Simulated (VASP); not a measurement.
Write the native input for VASP 6.6.1 that does the following.

- Task: single point
- Functional: LDA
- Potentials or basis: VASP PAW LDA potentials, release 64 (B, N)
- Cutoff: 600 eV
- k mesh: 10 × 10 × 4
- Occupations: gaussian, width 0.01 eV
- Spin: no spin polarisation
- Dipole correction: no
- Further INCAR settings: ALGO = Normal; EDIFF = 1e-06; NBANDS = 16

The structure of BN lies in POSCAR:

```
BN
1.0
    2.4658216728      0.0000000000      0.0000000000
   -1.2329108364      2.1354642098      0.0000000000
    0.0000000000      0.0000000000      5.3869095682
B N
2 2
Direct
    0.3333333333      0.6666666667      0.2500000000
    0.6666666667      0.3333333333      0.7500000000
    0.3333333333      0.6666666667      0.7500000000
    0.6666666667      0.3333333333      0.2500000000
```

These files were run (other wordings do the same):

INCAR

```
ALGO = Normal ; EDIFF = 1E-6
ENCUT = 600 ; GGA_COMPAT = F
ISIF = 2 ; ISMEAR = 0
LASPH = T ; LCHARG = F
LREAL = F ; LWAVE = F
NBANDS = 16 ; NELM = 120
PREC = Accurate ; SIGMA = 0.01
```

KPOINTS

```
k-points
0
Gamma
  10 10 4
```

Potentials or basis: VASP PAW LDA potentials, release 64 (B, N).

The run is started by

```sh
$ cat potpaw_LDA.64/B/POTCAR potpaw_LDA.64/N/POTCAR > POTCAR
$ mpirun -np 1 vasp_std > vasp.out
```

Results of the run:

| Property | Result |
| --- | --- |
| Pressure | 15.4 GPa |
| Band gap on the k mesh | 3.77 eV, indirect (least direct gap 4.21 eV) |

It took 7.8 s on 1 thread of Intel(R) Xeon(R) 6975P-C (Granite Rapids), with other jobs on the host, peak memory 0.14 GiB.
